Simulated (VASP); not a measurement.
Here is a VASP 6.6.1 calculation.

Contents of INCAR:

```
ALGO = Fast
EDIFF = 1E-6
EDIFFG = -0.01
ENCUT = 600
GGA = PE
IBRION = 2
ISIF = 3
ISMEAR = 0
LASPH = True
LCHARG = False
LREAL = False
LWAVE = False
NELM = 60
NSW = 100
PREC = Accurate
SIGMA = 0.1
```

KPOINTS

```
k-points
0
Gamma
  14 14 14
```

POSCAR

```
Be2Te
1.0
    0.0000000000      3.0294154343      3.0294154343
    3.0294154343      0.0000000000      3.0294154343
    3.0294154343      3.0294154343      0.0000000000
Be Te
2 1
Direct
    0.2500000000      0.2500000000      0.2500000000
    0.7500000000      0.7500000000      0.7500000000
    0.0000000000      0.0000000000      0.0000000000
```

Potentials or basis: VASP PAW PBE potentials, release 64 (Be, Te).

Run with:

```console
$ cat potpaw_PBE.64/Be/POTCAR potpaw_PBE.64/Te/POTCAR > POTCAR
$ mpirun -np 1 vasp_std > vasp.out
```

(1) Predict the relaxed volume.

(2) What does it give for the band gap on the k mesh?

(3) Predict the relaxed cell.

(4) Estimate the space group after relaxing (to 0.1 Å).

Answers

(1) 18.85 Å³/atom.

(2) zero (bands 5 and 6 overlap by 1.89 eV).

(3) a = 4.308 Å, b = 4.308 Å, c = 4.308 Å, α = 60.00°, β = 60.00°, γ = 60.00°.

(4) Fm-3m (No. 225).

Caveat: spin-orbit coupling is left out, which moves the levels of the heavy elements.
